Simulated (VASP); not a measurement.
# Mg (Fd-3m) in VASP: notebook

The runs below take Mg through single point, with revPBE.

Everything below comes from runs of VASP 6.6.1. Logs are shortened: lines on timing, memory, paths and dates and some standing lists are left out, and cuts for length are marked.

## 1. The cell of the first run

It takes space group Fd-3m (No. 227, cubic). The conventional cell has a = 7.127 Å, b = 7.127 Å, c = 7.127 Å, α = 90.00°, β = 90.00°, γ = 90.00°. Within 4.1 Å of Mg (site symmetry -43m) lie 4 Mg at 3.09 Å.

## 2. Single point, revPBE (volume scaled by 1.08)

File INCAR:

```
SYSTEM = Mg
  ALGO = Normal
  EDIFF = 1E-6
  ENCUT = 520
  GGA = RE
  ISIF = 2
  ISMEAR = -1
  LASPH = .TRUE.
  LCHARG = .FALSE.
  LREAL = .FALSE.
  LWAVE = .FALSE.
  NBANDS = 9
  NELM = 80
  PREC = Accurate
  SIGMA = 0.1
```

File KPOINTS:

```
k-points
0
G
  9 9 9
  0 0 0
```

File POSCAR:

```
Mg
1.0
    0.0000000000      3.5637267109      3.5637267109
    3.5637267109      0.0000000000      3.5637267109
    3.5637267109      3.5637267109      0.0000000000
Mg
2
Direct
    0.1250000000      0.1250000000      0.1250000000
    0.8750000000      0.8750000000      0.8750000000
```

Potentials or basis: VASP PAW PBE potentials, release 64 (Mg).

Run with:

```sh
$ cat potpaw_PBE.64/Mg/POTCAR > POTCAR
$ mpirun -np 1 vasp_std > vasp.out
```

OUTCAR:

```text
SYSTEM = Mg
   EDIFF = 1E-6
   ENCUT = 520
   GGA = RE
   ISIF = 2
   ISMEAR = -1
   LASPH = .TRUE.
   LREAL = .FALSE.
   NELM = 80
   PREC = Accurate

 ion  position               nearest neighbor table
   1  0.125  0.125  0.125-   2 3.09   2 3.09   2 3.09   2 3.09
   2  0.875  0.875  0.875-   1 3.09   1 3.09   1 3.09   1 3.09

  LATTYP: Found a face centered cubic cell.
 ALAT       =     7.1274534218

  Lattice vectors:

 A1 = (   0.0000000000,   3.5637267109,   3.5637267109)
 A2 = (   3.5637267109,   0.0000000000,   3.5637267109)
 A3 = (   3.5637267109,   3.5637267109,   0.0000000000)

Analysis of symmetry for initial positions (statically):
=====================================================================
 Subroutine PRICEL returns:
 Original cell was already a primitive cell.

 Routine SETGRP: Setting up the symmetry group for a
 face centered cubic supercell.

 Subroutine GETGRP returns: Found 48 space group operations
 (whereof 12 operations were pure point group operations)
 out of a pool of 48 trial point group operations.

The static configuration has the point symmetry D_3d.
 The point group associated with its full space group is O_h .

Analysis of symmetry for dynamics (positions and initial velocities):
=====================================================================
 Subroutine PRICEL returns:
 Original cell was already a primitive cell.

 Routine SETGRP: Setting up the symmetry group for a
 face centered cubic supercell.

 Subroutine GETGRP returns: Found 48 space group operations
 (whereof 12 operations were pure point group operations)
 out of a pool of 48 trial point group operations.

The dynamic configuration has the point symmetry D_3d.
 The point group associated with its full space group is O_h .

 Subroutine INISYM returns: Found 48 space group operations
 (whereof 12 operations are pure point group operations),
 and found     1 'primitive' translations

----------------------------------------------------------------------------------------

                                     Primitive cell

  volume of cell :      90.5197

  direct lattice vectors                    reciprocal lattice vectors
     0.000000000  3.563726711  3.563726711    -0.140302565  0.140302565  0.140302565
     3.563726711  0.000000000  3.563726711     0.140302565 -0.140302565  0.140302565
     3.563726711  3.563726711  0.000000000     0.140302565  0.140302565 -0.140302565

  length of vectors
     5.039870647  5.039870647  5.039870647     0.243011172  0.243011172  0.243011172

  position of ions in fractional coordinates (direct lattice)
     0.125000000  0.125000000  0.125000000
     0.875000000  0.875000000  0.875000000

  ion indices of the primitive-cell ions
   primitive index   ion index
                 1           1
                 2           2

----------------------------------------------------------------------------------------

 KPOINTS: k-points

Automatic generation of k-mesh.
 Grid dimensions read from file:
 generate k-points for:    9    9    9

 Generating k-lattice:

  Cartesian coordinates                     Fractional coordinates (reciprocal lattice)
    -0.015589174  0.015589174  0.015589174     0.111111111  0.000000000  0.000000000
     0.015589174 -0.015589174  0.015589174     0.000000000  0.111111111  0.000000000
     0.015589174  0.015589174 -0.015589174     0.000000000  0.000000000  0.111111111

  Length of vectors
     0.027001241  0.027001241  0.027001241

  Shift w.r.t. Gamma in fractional coordinates (k-lattice)
     0.000000000  0.000000000  0.000000000

 Subroutine IBZKPT returns following result:
 ===========================================

 Found     35 irreducible k-points:

 Following reciprocal coordinates:
            Coordinates               Weight
  0.000000  0.000000  0.000000      1.000000
  0.111111  0.000000  0.000000      8.000000
  0.222222  0.000000  0.000000      8.000000
  0.333333  0.000000  0.000000      8.000000
  0.444444  0.000000  0.000000      8.000000
  0.111111  0.111111  0.000000      6.000000
[... 16 lines left out ...]
 -0.333333  0.333333  0.000000     12.000000
  0.444444  0.444444  0.000000      6.000000
 [... further k-points ...]
   k-points           NKPTS =     35   k-points in BZ     NKDIM =     35   number of bands    NBANDS=      9
   number of dos      NEDOS =    301   number of ions     NIONS =      2
   total plane-waves  NPLWV =  64000
   dimension x,y,z NGX =    40 NGY =   40 NGZ =   40
   dimension x,y,z NGXF=    80 NGYF=   80 NGZF=   80
   ions per type =               2
   NGX,Y,Z   is equivalent  to a cutoff of  13.19, 13.19, 13.19 a.u.
   NGXF,Y,Z  is equivalent  to a cutoff of  26.39, 26.39, 26.39 a.u.
 SYSTEM =  Mg
   PREC   = accura    normal or accurate (medium, high low for compatibility)
   ISTART =      0    job   : 0-new  1-cont  2-samecut
   ICHARG =      2    charge: 1-file 2-atom 10-const
   ISPIN  =      1    spin polarized calculation?
   LNONCOLLINEAR =      F non collinear calculations
   LSORBIT =      F    spin-orbit coupling
   LASPH  =      T    aspherical Exc in radial PAW
   ENCUT  =  520.0 eV  38.22 Ry    6.18 a.u.   9.37  9.37  9.37*2*pi/ulx,y,z
   NELM   =     80;   NELMIN=  2; NELMDL= -5     # of ELM steps
   EDIFF  = 0.1E-05   stopping-criterion for ELM
   LREAL  =      F    real-space projection
   EDIFFG = 0.1E-04   stopping-criterion for IOM
   NSW    =      0    number of steps for IOM
   IBRION =     -1    ionic relax: 0-MD 1-quasi-New 2-CG
   NFREE  =      0    steps in history (QN), initial steepest desc. (CG)
   ISIF   =      2    stress and relaxation
   ISYM   =      2    0-nonsym 1-usesym 2-fastsym
   POTIM  = 0.5000    time-step for ionic-motion
   TEBEG  =    0.0;   TEEND  =   0.0 temperature during run
   PSTRESS=    0.0 pullay stress
   NELECT =       4.0000    total number of electrons
   NUPDOWN=      -1.0000    fix difference up-down
   EMIN   =  10.00;   EMAX   =-10.00  energy-range for DOS
   EFERMI =   0.00;   METHOD = LEGACY
   ISMEAR =    -1;   SIGMA  =   0.10  broadening in eV -4-tet -1-fermi 0-gaus
   EFERMI_NEDOS =   21; number of points for ismear=-14 and -15
   IALGO  =     38    algorithm
   IMIX   =      4    mixing-type and parameters
     AMIX     =   0.40;   BMIX     =  1.00
     AMIX_MAG =   1.60;   BMIX_MAG =  1.00
  volume/ion in A,a.u.               =      45.26       305.43
  Fermi-wavevector in a.u.,A,eV,Ry     =   0.578780  1.093736  4.557771  0.334987
  Thomas-Fermi vector in A             =   1.622224
   LORBIT       =      0    0 simple, 1 ext, 2 COOP (PROOUT), +10 PAW based schemes
   GGA     = RE    functional components
   LHFCALC =     F    Hartree Fock is set to
   AEXX    =    0.0000 exact exchange contribution
   IVDW    =     0    specifies the selected vdW correction
   LEPSILON=     F    determine dielectric tensor
   LRPA    =     F    only Hartree local field effects (RPA)
 non-spin polarized calculation
  energy-cutoff  :      520.00
  volume of cell :       90.52
 maximum number of plane-waves:      2454
 NGX is ok and might be reduce to    40
   NGX = 19   NGY = 19   NGZ = 19

 number of electron       4.0000000 magnetization

 Free energy of the ion-electron system (eV)
  ---------------------------------------------------
  ext. energy  EPLUGINS =         0.00000000
  ---------------------------------------------------
  free energy    TOTEN  =        -1.19943484 eV

  energy without entropy =       -1.15357572  energy(sigma->0) =       -1.17650528

 E-fermi :  -0.1369     XC(G=0):  -6.2929

 val. band max:       -0.1814751851   @ k =  -0.2222   0.3333   0.1111
 cond. band min:       0.0139812830   @ k =  -0.4444   0.3333   0.1111
 fundamental gap:      0.1954564681
 Fermi energy:        -0.1369023463

 k-point     1 :       0.0000    0.0000    0.0000
  band No.  band energies     occupation
      1      -4.7819      2.00000
      2       2.7532      0.00000
      3       2.7532      0.00000
      4       2.7532      0.00000
      5       3.8267      0.00000
      6       3.8267      0.00000
      7       3.8267      0.00000
      8       4.8169      0.00000
      9       6.1812      0.00000

 k-point     2 :       0.1111    0.0000    0.0000
  band No.  band energies     occupation
      1      -4.6806      2.00000
      2       1.7980      0.00000
      3       2.5594      0.00000
      4       2.5594      0.00000
      5       3.8806      0.00000
      6       4.0961      0.00000
      7       4.0961      0.00000
      8       5.4479      0.00000
      9       6.2363      0.00000

 k-point     3 :       0.2222    0.0000    0.0000
  band No.  band energies     occupation
      1      -4.3809      2.00000
      2       0.4380      0.00635
      3       2.2685      0.00000
      4       2.2685      0.00000
      5       3.6241      0.00000
      6       4.3770      0.00000
      7       4.3770      0.00000
      8       6.0902      0.00000
      9       6.0902      0.00000

 k-point     4 :       0.3333    0.0000    0.0000
  band No.  band energies     occupation
      1      -3.9041      2.00000
      2      -0.7958      1.99725
      3       2.0624      0.00000
      4       2.0624      0.00000
      5       3.4002      0.00000
      6       4.2255      0.00000
      7       4.2255      0.00000
      8       6.2496      0.00000
      9       6.8015      0.00000
[... 205 lines left out ...]
 k-point    22 :      -0.4444    0.3333    0.0000
  band No.  band energies     occupation
      1      -2.5642      2.00000
      2      -1.6120      2.00000
      3      -0.2426      1.48417
      4       1.0049      0.00002
      5       2.5372      0.00000
      6       4.2573      0.00000
      7       6.6149      0.00000
      8       6.9264      0.00000
      9       7.8588      0.00000

 k-point    23 :      -0.3333    0.3333    0.0000
  band No.  band energies     occupation
      1      -2.6581      2.00000
      2      -1.5106      2.00000
      3      -0.5005      1.94864
      4       1.2523      0.00000
      5       2.8116      0.00000
      6       5.5836      0.00000
      7       6.2490      0.00000
      8       6.5363      0.00000
      9       6.7319      0.00000

 k-point    24 :       0.4444    0.4444    0.0000
  band No.  band energies     occupation
      1      -2.6798      2.00000
      2      -1.5759      2.00000
      3       0.7761      0.00022
      4       0.7761      0.00022
      5       2.1922      0.00000
      6       2.3618      0.00000
      7       8.2410      0.00000
      8       8.2410      0.00000
      9       8.8906      0.00000

 [... further k-points ...]
[... 5 lines left out ...]
  --------------------------------------------------------------------------------------
  -------------------------------------------------------------------------------------
  Total       -0.3810211     -0.3810211     -0.3810211      0.0000000      0.0000000     -0.0000000
  in kB       -6.7439824     -6.7439824     -6.7439824      0.0000000      0.0000000     -0.0000000
  external PRESSURE =      -6.7439824 kB  Pullay stress =       0.0000000 kB

 VOLUME and BASIS-vectors are now :
 -----------------------------------------------------------------------------
  energy-cutoff  :      520.00
  volume of cell :       90.52
      direct lattice vectors                 reciprocal lattice vectors
     0.000000000  3.563726711  3.563726711    -0.140302565  0.140302565  0.140302565
     3.563726711  0.000000000  3.563726711     0.140302565 -0.140302565  0.140302565
     3.563726711  3.563726711  0.000000000     0.140302565  0.140302565 -0.140302565

 POSITION                                       TOTAL-FORCE (eV/Angst)
 -----------------------------------------------------------------------------------
      0.89093      0.89093      0.89093        -0.000000      0.000000     -0.000000
      6.23652      6.23652      6.23652         0.000000     -0.000000      0.000000
 -----------------------------------------------------------------------------------
    total drift:                               -0.000000     -0.000000     -0.000000

  FREE ENERGIE OF THE ION-ELECTRON SYSTEM (eV)
  ---------------------------------------------------
  free  energy   TOTEN  =        -1.1994348350 eV

  energy  without entropy=       -1.1535757245  energy(sigma->0) =       -1.17650528
```

It took 58 s on 1 thread of AMD EPYC 7R13, shared host; peak memory 0.2 GiB.

Results:

```yaml
Free_energy: -1.1994 eV
Pressure: -0.7 GPa
Band_gap_on_the_k_mesh: zero (band 2 reaches 2.75 eV, above the bottom of band 3 at -0.50 eV)
```

Caveat: the cell differs from its parent crystal (volume scaled by 1.08); the PAW data sets were made with another functional, which shifts forces and pressure a little.

## 3. Single point, revPBE (volume scaled by 1.12)

File INCAR:

```
PREC = Accurate
ENCUT = 520
EDIFF = 1E-6
ISMEAR = -1
SIGMA = 0.1
LREAL = F
LASPH = T
NELM = 60
ALGO = Normal
ISIF = 2
LWAVE = F
LCHARG = T
GGA = RE
LELF = T
LVHAR = T
NBANDS = 9
```

File KPOINTS:

```
regular mesh
0
Gamma
  9 9 9
```

File POSCAR:

```
Mg
1.0
    0.0000000000      3.6071910764      3.6071910764
    3.6071910764      0.0000000000      3.6071910764
    3.6071910764      3.6071910764      0.0000000000
Mg
2
Direct
    0.1250000000      0.1250000000      0.1250000000
    0.8750000000      0.8750000000      0.8750000000
```

Potentials or basis: VASP PAW PBE potentials, release 64 (Mg).

Run with:

```sh
$ cat potpaw_PBE.64/Mg/POTCAR > POTCAR
$ mpirun -np 1 vasp_std > vasp.out
```

Wall time 66 s (1 thread of AMD EPYC 7R13, shared host); peak memory 0.2 GiB.

The run converged. Its results:

```yaml
Free_energy: -1.1829 eV
Pressure: -0.9 GPa
Band_gap_on_the_k_mesh: zero (band 2 reaches 2.58 eV, above the bottom of band 3 at -0.56 eV)
```

Levels at points of the mesh, in eV from the Fermi level:
```
           k point  band 1  band 2  band 3  band 4  band 5
(0.00, 0.00, 0.00)   -4.56    2.80    2.80    2.80    3.88
```

Caveat: the cell differs from its parent crystal (volume scaled by 1.12); the PAW data sets were made with another functional, which shifts forces and pressure a little.

## 4. Single point, revPBE

This run uses another cell than the first one, of 41.91 Å³/atom, 0.926 times its volume.

File INCAR:

```
PREC = Accurate
ENCUT = 520
EDIFF = 1E-7
ISMEAR = -1
SIGMA = 0.1
LREAL = False
LASPH = True
NELM = 60
ALGO = Normal
ISIF = 2
LWAVE = False
LCHARG = False
GGA = RE
NBANDS = 9
```

File KPOINTS:

```
Automatic mesh
0
Gamma
  13 13 13
```

File POSCAR:

```
Mg
1.0
    0.0000000000      3.4734667056      3.4734667056
    3.4734667056      0.0000000000      3.4734667056
    3.4734667056      3.4734667056      0.0000000000
Mg
2
Direct
    0.1250000000      0.1250000000      0.1250000000
    0.8750000000      0.8750000000      0.8750000000
```

Run with:

```sh
$ cat potpaw_PBE.64/Mg/POTCAR > POTCAR
$ mpirun -np 1 vasp_std > vasp.out
```

Wall time 3 min (1 thread of AMD EPYC 7R13, shared host); peak memory 0.23 GiB.

Results (log left out):

```
Free energy            : -1.2120 eV
Pressure               : 0.0 GPa
Band gap on the k mesh : zero (band 2 reaches 3.15 eV, above the bottom of band 3 at -0.35 eV)
```

Levels at points of the mesh, in eV from the Fermi level:
```csv
k point,band 1,band 2,band 3,band 4,band 5
"(0.00, 0.00, 0.00)",-4.84,3.07,3.07,3.07,4.13
```

Caveat: the PAW data sets were made with another functional, which shifts forces and pressure a little.

## 5. Summary

```tsv
cell	k mesh	gap on the mesh (eV)	pressure (GPa)
a = 5.040 Å, angles 60.0°, 2 atoms	9 × 9 × 9	none	-0.7
a = 5.101 Å, angles 60.0°, 2 atoms	9 × 9 × 9	none	-0.9
a = 4.912 Å, angles 60.0°, 2 atoms	13 × 13 × 13	none	0.0
```

Alike in all rows: task single point; level revPBE; potentials or basis VASP PAW PBE potentials, release 64 (Mg); no spin polarisation; cutoff (eV) 520; smearing fermi-dirac 0.1 eV.

Caveats: the PAW data sets were made with another functional, which shifts forces and pressure a little.

Total energies depend on the potentials used, so only differences within one code and one set of settings carry meaning.
